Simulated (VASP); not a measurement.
# MgCd3O (P4mm) in VASP: a series of runs, part 2 of 3

VASP 6.6.1. Earlier steps stand in the parts before.

## (3) Single point, PBE

This run uses another cell than the first one, of 29.01 Å³/atom.

The input, INCAR:

```
SYSTEM = MgCd3O
ALGO = Normal
EDIFF = 1E-6
ENCUT = 600
GGA = PE
GGA_COMPAT = .FALSE.
ISIF = 2
ISMEAR = 0
LASPH = .TRUE.
LCHARG = .FALSE.
LREAL = .FALSE.
LWAVE = .FALSE.
NBANDS = 30
NELM = 120
PREC = Accurate
SIGMA = 0.1
```

The input, KPOINTS:

```
k-points
0
G
  4 4 4
  0 0 0
```

The input, POSCAR:

```
MgCd3O
1.0
    4.6155706642      0.0000000000      0.0000000000
    0.0000000000      4.6155706642      0.0000000000
    0.0000000000      0.0000000000      6.8084932785
Mg Cd O
1 3 1
Direct
    0.5000000000      0.5000000000      0.6576980398
    0.5000000000      0.0000000000     -0.0476183868
    0.0000000000      0.5000000000     -0.0476183868
    0.5000000000      0.5000000000      0.2443919655
    0.0000000000      0.0000000000      0.9598973982
```

Potentials or basis: VASP PAW PBE potentials, release 64 (Mg, Cd, O).

Command:

```sh
$ cat potpaw_PBE.64/Mg/POTCAR potpaw_PBE.64/Cd/POTCAR potpaw_PBE.64/O/POTCAR > POTCAR
$ mpirun -np 1 vasp_std > vasp.out
```

It took 91 s on 1 thread of Intel Xeon Platinum 8488C (Sapphire Rapids), shared host; peak memory 0.32 GiB.

It converged, with:

| Quantity | Value |
| --- | --- |
| Free energy | -8.3856 eV |
| Pressure | 0.3 GPa |
| Largest force | 0.046 eV/Å |
| Band gap on the k mesh | zero (bands 22 and 23 overlap by 1.56 eV) |

Forces in eV/Å, atoms in the order of the input:
```
Mg   0.000  0.000 -0.006
Cd   0.000  0.000 -0.019
Cd   0.000  0.000 -0.019
Cd   0.000  0.000  0.046
O    0.000  0.000 -0.001
```

Levels at points of the mesh, in eV from the Fermi level:
```
           k point  band 19  band 20  band 21  band 22  band 23  band 24  band 25  band 26
(0.00, 0.00, 0.00)    -3.99    -3.52    -1.71    -0.99     1.11     2.00     2.00     4.77
(0.50, 0.00, 0.00)    -2.60    -2.41    -2.40    -0.97     0.09     1.44     2.12     2.24
(0.50, 0.50, 0.00)    -3.85    -2.09    -0.54     0.45     0.45     0.86     1.04     1.04
(0.00, 0.00, 0.50)    -3.98    -3.98    -2.19     1.18     1.79     2.51     2.51     3.08
(0.50, 0.00, 0.50)    -3.18    -2.64    -2.17    -0.99     0.10     2.21     2.54     4.05
(0.50, 0.50, 0.50)    -3.46    -2.10    -2.05    -0.05    -0.05     1.02     1.02     3.40
```

## (4) Relaxation of cell and atoms, PBE

The input, INCAR:

```
PREC     = Accurate       # precision mode
ENCUT    = 600            # plane-wave cutoff, eV
EDIFF    = 1E-7           # SCF threshold, eV
ISMEAR   = 0              # smearing method
SIGMA    = 0.1            # smearing width, eV
LREAL    = False          # projectors in reciprocal space
LASPH    = True           # aspherical terms in the spheres
NELM     = 120            # most SCF steps
ALGO     = Normal         # electronic algorithm
ISIF     = 3              # what is computed and relaxed
LWAVE    = False          # write WAVECAR
LCHARG   = False          # write CHGCAR
GGA      = PE             # functional
IBRION   = 2              # ionic algorithm
NSW      = 90             # ionic steps
EDIFFG   = -0.04          # ionic threshold
GGA_COMPAT= False        
NELMIN   = 4
```

The input, KPOINTS:

```
regular mesh
0
Gamma
  4 4 4
```

The input, POSCAR:

```
MgCd3O
1.0
    4.4877220700      0.0000000000      0.0000000000
    0.0000000000      4.4877220700      0.0000000000
    0.0000000000      0.0000000000      5.0619580200
Mg Cd O
1 3 1
Direct
    0.5000000000      0.5000000000      0.5804528200
    0.5000000000      0.0000000000      0.0426836700
    0.0000000000      0.5000000000      0.0426836700
    0.5000000000      0.5000000000      0.1263733200
    0.0000000000      0.0000000000      0.9745571500
```

Potentials or basis: VASP PAW PBE potentials, release 64 (Mg, Cd, O).

Command:

```sh
$ cat potpaw_PBE.64/Mg/POTCAR potpaw_PBE.64/Cd/POTCAR potpaw_PBE.64/O/POTCAR > POTCAR
$ mpirun -np 1 vasp_std > vasp.out
```

OUTCAR:

```text
PREC = Accurate
   ENCUT = 600
   EDIFF = 1E-7
   ISMEAR = 0
   LREAL = False
   LASPH = True
   NELM = 120
   ISIF = 3
   GGA = PE
   IBRION = 2
   NSW = 90
   EDIFFG = -0.04
   NELMIN = 4

 ion  position               nearest neighbor table
   1  0.500  0.500  0.580-   4 2.30   4 2.76   3 3.24   2 3.24   2 3.24   3 3.24   2 3.53   2 3.53
                             3 3.53   3 3.53
   2  0.500  0.000  0.043-   5 2.27   5 2.27   4 2.28   4 2.28   3 3.17   3 3.17   3 3.17   3 3.17
                             1 3.24   1 3.24   1 3.53   1 3.53
   3  0.000  0.500  0.043-   5 2.27   5 2.27   4 2.28   4 2.28   2 3.17   2 3.17   2 3.17   2 3.17
                             1 3.24   1 3.24   1 3.53   1 3.53
   4  0.500  0.500  0.126-   2 2.28   3 2.28   2 2.28   3 2.28   1 2.30   1 2.76
   5  0.000  0.000  0.975-   2 2.27   3 2.27   3 2.27   2 2.27

  LATTYP: Found a simple tetragonal cell.
 ALAT       =     4.4877220700
 C/A-ratio  =     1.1279571108

  Lattice vectors:

 A1 = (   4.4877220700,   0.0000000000,   0.0000000000)
 A2 = (   0.0000000000,   4.4877220700,   0.0000000000)
 A3 = (   0.0000000000,   0.0000000000,   5.0619580200)

Analysis of symmetry for initial positions (statically):
=====================================================================
 Subroutine PRICEL returns:
 Original cell was already a primitive cell.

 Routine SETGRP: Setting up the symmetry group for a
 simple tetragonal supercell.

 Subroutine GETGRP returns: Found  8 space group operations
 (whereof  8 operations were pure point group operations)
 out of a pool of 16 trial point group operations.

The static configuration has the point symmetry C_4v.

Analysis of symmetry for dynamics (positions and initial velocities):
=====================================================================
 Subroutine PRICEL returns:
 Original cell was already a primitive cell.

 Routine SETGRP: Setting up the symmetry group for a
 simple tetragonal supercell.

 Subroutine GETGRP returns: Found  8 space group operations
 (whereof  8 operations were pure point group operations)
 out of a pool of 16 trial point group operations.

The dynamic configuration has the point symmetry C_4v.

 Subroutine INISYM returns: Found  8 space group operations
 (whereof  8 operations are pure point group operations),
 and found     1 'primitive' translations

----------------------------------------------------------------------------------------

                                     Primitive cell

  volume of cell :     101.9461

  direct lattice vectors                    reciprocal lattice vectors
     4.487722070  0.000000000  0.000000000     0.222830199  0.000000000  0.000000000
     0.000000000  4.487722070  0.000000000     0.000000000  0.222830199  0.000000000
     0.000000000  0.000000000  5.061958020     0.000000000  0.000000000  0.197552014

  length of vectors
     4.487722070  4.487722070  5.061958020     0.222830199  0.222830199  0.197552014

  position of ions in fractional coordinates (direct lattice)
     0.500000000  0.500000000  0.580452820
     0.500000000  0.000000000  0.042683670
     0.000000000  0.500000000  0.042683670
     0.500000000  0.500000000  0.126373320
     0.000000000  0.000000000  0.974557150

  ion indices of the primitive-cell ions
   primitive index   ion index
                 1           1
[... 59 lines left out ...]
 SYSTEM =  unknown system
   PREC   = accura    normal or accurate (medium, high low for compatibility)
   ISTART =      0    job   : 0-new  1-cont  2-samecut
   ICHARG =      2    charge: 1-file 2-atom 10-const
   ISPIN  =      1    spin polarized calculation?
   LNONCOLLINEAR =      F non collinear calculations
   LSORBIT =      F    spin-orbit coupling
   LASPH  =      T    aspherical Exc in radial PAW
   ENCUT  =  600.0 eV  44.10 Ry    6.64 a.u.   8.96  8.96 10.11*2*pi/ulx,y,z
   NELM   =    120;   NELMIN=  4; NELMDL= -5     # of ELM steps
   EDIFF  = 0.1E-06   stopping-criterion for ELM
   LREAL  =      F    real-space projection
[... 15 lines left out ...]
   IALGO  =     38    algorithm
   IMIX   =      4    mixing-type and parameters
     AMIX     =   0.40;   BMIX     =  1.00
     AMIX_MAG =   1.60;   BMIX_MAG =  1.00
  volume/ion in A,a.u.               =      20.39       137.59
  Fermi-wavevector in a.u.,A,eV,Ry     =   1.237188  2.337946 20.825530  1.530633
  Thomas-Fermi vector in A             =   2.371765
   LORBIT       =      0    0 simple, 1 ext, 2 COOP (PROOUT), +10 PAW based schemes
   GGA     = PE    functional components
   LHFCALC =     F    Hartree Fock is set to
   AEXX    =    0.0000 exact exchange contribution
   IVDW    =     0    specifies the selected vdW correction
   LEPSILON=     F    determine dielectric tensor
   LRPA    =     F    only Hartree local field effects (RPA)
 conjugate gradient relaxation of ions
 non-spin polarized calculation
 Gauss-broadening in eV      SIGMA  =   0.10
  energy-cutoff  :      600.00
  volume of cell :      101.95
 maximum number of plane-waves:      3448
 NGX is ok and might be reduce to    36
   NGX = 17   NGY = 17   NGZ = 21

--------------------------------------- Ionic step        1  -------------------------------------------

 number of electron      44.0000023 magnetization

 Free energy of the ion-electron system (eV)
  ---------------------------------------------------
  ext. energy  EPLUGINS =         0.00000000
  ---------------------------------------------------
  free energy    TOTEN  =        -3.04172729 eV

  energy without entropy =       -3.02933231  energy(sigma->0) =       -3.03552980

------------------------ aborting loop because EDIFF is reached ----------------------------------------

  FORCE on cell =-STRESS in cart. coord.  units (eV):
  Direction    XX          YY          ZZ          XY          YZ          ZX
  --------------------------------------------------------------------------------------
  -------------------------------------------------------------------------------------
  Total       29.8926758     29.8926758     11.0246745      0.0000000      0.0000000      0.0000000
  in kB      469.7912561    469.7912561    173.2630339      0.0000000      0.0000000      0.0000000
  external PRESSURE =     370.9485154 kB  Pullay stress =       0.0000000 kB
[... 26 lines left out ...]
--------------------------------------- Ionic step        2  -------------------------------------------

 number of electron      44.0000058 magnetization

 E-fermi :  -0.8767     XC(G=0):  -7.1202

 val. band max:       -0.8966998670   @ k =   0.5000   0.2500   0.0000
 cond. band min:      -0.8429482944   @ k =   0.5000   0.5000   0.0000
 fundamental gap:      0.0537515726
 Fermi energy:        -0.8767201191

 k-point     1 :       0.0000    0.0000    0.0000
  band No.  band energies     occupation
      1     -16.0757      2.00000
      2     -10.1242      2.00000
      3     -10.0344      2.00000
      4      -9.8309      2.00000
      5      -9.8139      2.00000
      6      -9.8139      2.00000
[... 582 lines left out ...]
  FREE ENERGIE OF THE ION-ELECTRON SYSTEM (eV)
  ---------------------------------------------------
  free  energy   TOTEN  =        -7.1362603194 eV

  energy  without entropy=       -7.1179425404  energy(sigma->0) =       -7.12710143

[... ionic steps 4 to 48 ...]

--------------------------------------- Ionic step       49  -------------------------------------------

 number of electron      43.9999968 magnetization

------------------------ aborting loop because EDIFF is reached ----------------------------------------
[... 73 lines left out ...]
--------------------------------------- Ionic step       51  -------------------------------------------

 number of electron      43.9999998 magnetization

 Free energy of the ion-electron system (eV)
  ---------------------------------------------------
  ext. energy  EPLUGINS =         0.00000000
  ---------------------------------------------------
  free energy    TOTEN  =        -8.51657438 eV

  energy without entropy =       -8.49685905  energy(sigma->0) =       -8.50671672

 E-fermi :   1.2747     XC(G=0):  -8.8531

 val. band max:        1.2713899342   @ k =   0.2500   0.0000   0.0000
 cond. band min:       1.3152241150   @ k =   0.2500   0.0000   0.2500
 fundamental gap:      0.0438341808
 Fermi energy:         1.2746787388

 k-point     1 :       0.0000    0.0000    0.0000
  band No.  band energies     occupation
      1     -16.4519      2.00000
      2      -8.5348      2.00000
      3      -8.4758      2.00000
      4      -8.1048      2.00000
      5      -8.1048      2.00000
      6      -8.0647      2.00000
[... 543 lines left out ...]
  FREE ENERGIE OF THE ION-ELECTRON SYSTEM (eV)
  ---------------------------------------------------
  free  energy   TOTEN  =        -8.5165743837 eV

  energy  without entropy=       -8.4968590529  energy(sigma->0) =       -8.50671672

 reached required accuracy - stopping structural energy minimisation
```

Run time: 27 min. Hardware: 1 thread of Intel Xeon Platinum 8488C (Sapphire Rapids), shared host; peak memory 0.26 GiB.

What came out:

* Free energy: -8.5166 eV
* Relaxed volume: 25.21 Å³/atom
* Relaxed cell: a = 4.154 Å, b = 4.154 Å, c = 7.306 Å, α = 90.00°, β = 90.00°, γ = 90.00°
* Space group after relaxing (to 0.1 Å): P4mm (No. 99)
* Energy gained by relaxing: 1095.0 meV/atom
* Ionic steps: 51
* Pressure after relaxing: 0.0 GPa
* Largest force after relaxing: 0.037 eV/Å
* Band gap on the k mesh: zero (bands 22 and 23 overlap by 1.19 eV)

Forces in eV/Å, atoms in the order of the input:
```
Mg   0.000  0.000  0.024
Cd   0.000  0.000 -0.002
Cd   0.000  0.000 -0.002
Cd   0.000  0.000 -0.037
O    0.000  0.000  0.016
```

The path:
```csv
step,energy change (eV),largest force (eV/Å),pressure (GPa),volume (Å³)
1,0.0000,2.6039,37.09,101.95
3,-4.0945,1.5931,0.68,144.91
5,-4.2620,0.5391,-0.24,149.22
7,-4.3464,0.7861,-0.25,149.97
9,-4.8289,0.9329,0.89,140.42
11,-4.9315,0.7432,1.32,136.69
13,-4.9982,0.4997,0.99,136.58
15,-5.0280,0.5378,0.05,139.62
17,-5.1898,0.4626,-0.01,140.62
19,-5.2293,0.3104,0.15,141.05
21,-5.2410,0.1163,-0.19,141.73
23,-5.2434,0.0766,0.09,140.38
25,-5.2443,0.0847,0.04,140.51
27,-5.2545,0.2344,0.18,139.21
29,-5.3679,0.4993,0.10,133.50
31,-5.4102,0.5675,-0.27,131.39
33,-5.4171,0.5968,-0.41,130.22
35,-5.4177,0.5966,-0.43,130.13
37,-5.4187,0.5950,-0.53,129.69
39,-5.4217,0.5844,-0.51,129.54
41,-5.4343,0.5349,-0.41,128.90
43,-5.4670,0.2829,0.03,126.33
45,-5.4709,0.1537,0.26,125.28
47,-5.4721,0.1058,0.17,125.44
49,-5.4739,0.0706,-0.14,126.29
51,-5.4748,0.0367,0.00,126.05
```

Final structure:
```xyz
5
Lattice="4.1537 0.0000 0.0000 0.0000 4.1537 0.0000 0.0000 0.0000 7.3059" Properties=species:S:1:pos:R:3 pbc="T T T"
Mg    2.0768    2.0768    4.5120
Cd    2.0768    0.0000    6.6905
Cd    0.0000    2.0768    6.6905
Cd    2.0768    2.0768    1.8150
O     0.0000    0.0000    0.5055
```

Levels at points of the mesh, in eV from the Fermi level:
| k point | band 20 | band 21 | band 22 | band 23 | band 24 | band 25 |
| --- | --- | --- | --- | --- | --- | --- |
| (0.00, 0.00, 0.00) | -3.20 | -2.39 | -1.02 | 2.71 | 2.71 | 2.80 |
| (0.50, 0.00, 0.00) | -2.50 | -2.05 | -1.74 | 0.38 | 1.24 | 1.93 |
| (0.50, 0.50, 0.00) | -3.16 | -0.78 | -0.78 | -0.76 | 1.05 | 1.93 |
| (0.00, 0.00, 0.50) | -3.19 | -1.95 | 0.24 | 2.18 | 2.84 | 2.84 |
| (0.50, 0.00, 0.50) | -2.75 | -1.39 | -1.30 | -0.17 | 2.03 | 2.88 |
| (0.50, 0.50, 0.50) | -3.18 | -1.79 | -0.95 | -0.95 | 1.86 | 1.86 |

Caveat: the volume moved by over 15 % at a fixed basis, so the end points are rough.

[end of part 2 of 3]
